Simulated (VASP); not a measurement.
A run of VASP 6.6.1:

The input INCAR:

```
PREC     = Accurate       # precision mode
ENCUT    = 520            # plane-wave cutoff, eV
EDIFF    = 1E-6           # SCF threshold, eV
ISMEAR   = -1             # smearing method
SIGMA    = 0.05           # smearing width, eV
LREAL    = F              # projectors in reciprocal space
LASPH    = T              # aspherical terms in the spheres
NELM     = 100            # most SCF steps
ALGO     = Normal         # electronic algorithm
ISIF     = 2              # what is computed and relaxed
LWAVE    = F              # write WAVECAR
LCHARG   = F              # write CHGCAR
GGA      = RP             # functional
IVDW     = 12             # dispersion correction
NBANDS   = 14             # bands
```

KPOINTS

```
Automatic mesh
0
Gamma
  9 9 9
```

The input POSCAR:

```
Bi
1.0
   -1.7788759240      1.7788759240      1.7788759240
    1.7788759240     -1.7788759240      1.7788759240
    1.7788759240      1.7788759240     -1.7788759240
Bi
1
Direct
    0.0000000000      0.0000000000      0.0000000000
```

Potentials or basis: VASP PAW PBE potentials, release 64 (Bi_d).

The run is started by

```sh
$ cat potpaw_PBE.64/Bi_d/POTCAR > POTCAR
$ mpirun -np 1 vasp_std > vasp.out
```

Hardware: 1 thread of Intel(R) Xeon(R) 6975P-C (Granite Rapids) (shared host).

Task: How long does it take, and how much memory?

Result: Wall time 3.4 s on 1 thread of Intel(R) Xeon(R) 6975P-C (Granite Rapids), on a shared host, peak memory 0.15 GiB. Counts: scf iterations 11, k points 35.
